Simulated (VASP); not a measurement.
# SnGe5 (P-62m) in VASP: single point with PBE

Aim: the single point of SnGe5 with PBE.

Everything below comes from runs of VASP 6.6.1. Logs are shortened: lines on timing, memory, paths and dates and some standing lists are left out, and cuts for length are marked.

## (1) The cell of the first run

The structure is hexagonal, space group P-62m (No. 189). The conventional cell has a = 7.899 Å, b = 7.899 Å, c = 2.846 Å, α = 90.00°, β = 90.00°, γ = 120.00°. Sn (site symmetry -62m) has 3 Ge at 2.79 Å and 2 Sn at 2.85 Å within 3.7 Å. Ge (site symmetry m2m) has 4 Ge at 2.56 to 2.85 Å and 1 Sn at 2.79 Å within 3.4 Å. Within 3.4 Å of Ge (site symmetry -6) lie 5 Ge at 2.56 to 2.85 Å.

## (2) Single point, PBE

Input file POSCAR:

```
SnGe5
1.0
    7.8989635695      0.0000000000      0.0000000000
   -3.9494817847      6.8407031147      0.0000000000
    0.0000000000      0.0000000000      2.8462282658
Sn Ge
1 5
Direct
    0.0000000000      0.0000000000      0.0000000000
    0.6469097251      0.0000000000      0.0000000000
    0.0000000000      0.6469097251      0.0000000000
    0.3530902749      0.3530902749      0.0000000000
    0.3333333333      0.6666666667      0.0000000000
    0.6666666667      0.3333333333      0.0000000000
```

Input file INCAR.step1:

```
PREC = Accurate
ENCUT = 520
EDIFF = 1E-6
ISMEAR = 0
SIGMA = 0.1
LREAL = False
LASPH = True
NELM = 100
ALGO = Normal
ISIF = 2
LWAVE = False
LCHARG = True
GGA = PE
NBANDS = 51
```

Input file KPOINTS.step1:

```
regular mesh
0
Gamma
  6 6 14
```

Input file INCAR.step2:

```
PREC = Accurate
ENCUT = 520
EDIFF = 1E-6
ISMEAR = -5
SIGMA = 0.1
LREAL = False
LASPH = True
NELM = 100
ALGO = Normal
ISIF = 2
LWAVE = False
LCHARG = False
GGA = PE
LORBIT = 11
NBANDS = 51
NEDOS = 1001
ICHARG = 11
```

Input file KPOINTS.step2:

```
regular mesh
0
Gamma
  9 9 21
```

Potentials or basis: VASP PAW PBE potentials, release 64 (Sn_d, Ge_d).

Started as:

```bash
$ cat potpaw_PBE.64/Sn_d/POTCAR potpaw_PBE.64/Ge_d/POTCAR > POTCAR
$ cp INCAR.step1 INCAR
$ cp KPOINTS.step1 KPOINTS
$ mpirun -np 1 vasp_std > vasp.out
$ cp INCAR.step2 INCAR
$ cp KPOINTS.step2 KPOINTS
$ mpirun -np 1 vasp_std > vasp.out
```

OUTCAR:

```text
PREC = Accurate
   ENCUT = 520
   EDIFF = 1E-6
   ISMEAR = -5
   LREAL = False
   LASPH = True
   NELM = 100
   ISIF = 2
   GGA = PE
   LORBIT = 11
   ICHARG = 11

 ion  position               nearest neighbor table
   1  0.000  0.000  0.000-   3 2.79   4 2.79   2 2.79
   2  0.647  0.000  0.000-   6 2.56   5 2.56   1 2.79
   3  0.000  0.647  0.000-   5 2.56   6 2.56   1 2.79
   4  0.353  0.353  0.000-   5 2.56   6 2.56   1 2.79
   5  0.333  0.667  0.000-   3 2.56   2 2.56   4 2.56
   6  0.667  0.333  0.000-   2 2.56   3 2.56   4 2.56

  LATTYP: Found a hexagonal cell.
 ALAT       =     7.8989635695
 C/A-ratio  =     0.3603293319

  Lattice vectors:

 A1 = (   7.8989635695,   0.0000000000,   0.0000000000)
 A2 = (  -3.9494817847,   6.8407031147,   0.0000000000)
 A3 = (   0.0000000000,   0.0000000000,   2.8462282658)

Analysis of symmetry for initial positions (statically):
=====================================================================
 Subroutine PRICEL returns:
 Original cell was already a primitive cell.

 Routine SETGRP: Setting up the symmetry group for a
 hexagonal supercell.

 Subroutine GETGRP returns: Found 12 space group operations
 (whereof 12 operations were pure point group operations)
 out of a pool of 24 trial point group operations.

The static configuration has the point symmetry D_3h.

Analysis of symmetry for dynamics (positions and initial velocities):
=====================================================================
 Subroutine PRICEL returns:
 Original cell was already a primitive cell.

 Routine SETGRP: Setting up the symmetry group for a
 hexagonal supercell.

 Subroutine GETGRP returns: Found 12 space group operations
 (whereof 12 operations were pure point group operations)
 out of a pool of 24 trial point group operations.

The dynamic configuration has the point symmetry D_3h.

 Subroutine INISYM returns: Found 12 space group operations
 (whereof 12 operations are pure point group operations),
 and found     1 'primitive' translations

----------------------------------------------------------------------------------------

                                     Primitive cell

  volume of cell :     153.7944

  direct lattice vectors                    reciprocal lattice vectors
[... 109 lines left out ...]
   NUPDOWN=      -1.0000    fix difference up-down
   EMIN   =  10.00;   EMAX   =-10.00  energy-range for DOS
   EFERMI =   0.00;   METHOD = LEGACY
   ISMEAR =    -5;   SIGMA  =   0.10  broadening in eV -4-tet -1-fermi 0-gaus
   EFERMI_NEDOS =   21; number of points for ismear=-14 and -15
   IALGO  =     38    algorithm
   IMIX   =      4    mixing-type and parameters
     AMIX     =   0.40;   BMIX     =  1.00
     AMIX_MAG =   1.60;   BMIX_MAG =  1.00
  volume/ion in A,a.u.               =      25.63       172.98
  Fermi-wavevector in a.u.,A,eV,Ry     =   1.338200  2.528832 24.365035  1.790780
  Thomas-Fermi vector in A             =   2.466689
   LORBIT       =     11    0 simple, 1 ext, 2 COOP (PROOUT), +10 PAW based schemes
   GGA     = PE    functional components
   LHFCALC =     F    Hartree Fock is set to
   AEXX    =    0.0000 exact exchange contribution
   IVDW    =     0    specifies the selected vdW correction
   LEPSILON=     F    determine dielectric tensor
   LRPA    =     F    only Hartree local field effects (RPA)
 non-spin polarized calculation
 Fermi weights with tetrahedron method with Bloechl corrections
  energy-cutoff  :      520.00
  volume of cell :      153.79
 maximum number of plane-waves:      4167
 NGX is ok and might be reduce to    60

 number of electron      84.0000001 magnetization

 Free energy of the ion-electron system (eV)
  ---------------------------------------------------
  ext. energy  EPLUGINS =         0.00000000
  ---------------------------------------------------
  free energy    TOTEN  =       -24.67620079 eV

  energy without entropy =      -24.67620079  energy(sigma->0) =      -24.67620079

 E-fermi :   4.4411     XC(G=0):  -9.5777

 val. band max:        4.4855760902   @ k =   0.4444   0.1111   0.1905
 cond. band min:       4.4014988953   @ k =   0.1111   0.0000   0.3810
 fundamental gap:     -0.0840771950
 Fermi energy:         4.4410629713

 k-point     1 :       0.0000    0.0000    0.0000
  band No.  band energies     occupation
      1     -20.1198      2.00000
      2     -20.0995      2.00000
      3     -20.0994      2.00000
      4     -20.0870      2.00000
      5     -20.0622      2.00000
      6     -20.0622      2.00000
[... 1285 lines left out ...]
     50      10.1800      0.00000
     51      10.9904      0.00000

 [... further k-points ...]

------------------------ aborting loop because EDIFF is reached ----------------------------------------

  FORCE on cell =-STRESS in cart. coord.  units (eV):
  Direction    XX          YY          ZZ          XY          YZ          ZX
  --------------------------------------------------------------------------------------
  -------------------------------------------------------------------------------------
  Total       -0.2032361     -0.2032361      0.1278552     -0.0000000      0.0000000     -0.0000000
  in kB       -2.1172442     -2.1172442      1.3319515     -0.0000000      0.0000000     -0.0000000
  external PRESSURE =      -0.9675123 kB  Pullay stress =       0.0000000 kB

 VOLUME and BASIS-vectors are now :
 -----------------------------------------------------------------------------
  energy-cutoff  :      520.00
  volume of cell :      153.79
      direct lattice vectors                 reciprocal lattice vectors
     7.898963570  0.000000000  0.000000000     0.126598887  0.073091902  0.000000000
    -3.949481785  6.840703115  0.000000000     0.000000000  0.146183804  0.000000000
     0.000000000  0.000000000  2.846228266     0.000000000  0.000000000  0.351342165

 POSITION                                       TOTAL-FORCE (eV/Angst)
 -----------------------------------------------------------------------------------
      0.00000      0.00000      0.00000         0.000000     -0.000000     -0.000000
      5.10992      0.00000      0.00000         0.007288     -0.000000      0.000000
     -2.55496      4.42532      0.00000        -0.003644      0.006312      0.000000
      1.39452      2.41539      0.00000        -0.003644     -0.006312     -0.000000
     -0.00000      4.56047      0.00000         0.000000     -0.000000     -0.000000
      3.94948      2.28023      0.00000        -0.000000      0.000000     -0.000000
 -----------------------------------------------------------------------------------
    total drift:                               -0.000010     -0.000018      0.000001

  FREE ENERGIE OF THE ION-ELECTRON SYSTEM (eV)
  ---------------------------------------------------
  free  energy   TOTEN  =       -24.6762007868 eV

  energy  without entropy=      -24.6762007868  energy(sigma->0) =      -24.67620079

 total charge

# of ion       s       p       d       tot
------------------------------------------
    1        1.212   1.109   9.989  12.310
    2        1.203   1.043  10.006  12.252
    3        1.203   1.043  10.006  12.252
    4        1.203   1.043  10.006  12.252
    5        1.194   1.051  10.012  12.257
    6        1.194   1.051  10.012  12.257
--------------------------------------------------
tot          7.209   6.338  60.031  73.578
```

It took 18 min on 1 thread of Intel Xeon 8259CL, shared host; peak memory 0.8 GiB.

Results:

```yaml
Valence_electrons_inside_the_program's_atomic_spheres: Sn 12.31; Ge 12.25, 12.26 (each value once)
```

Caveat: spin-orbit coupling is left out, which moves the levels of the heavy elements.
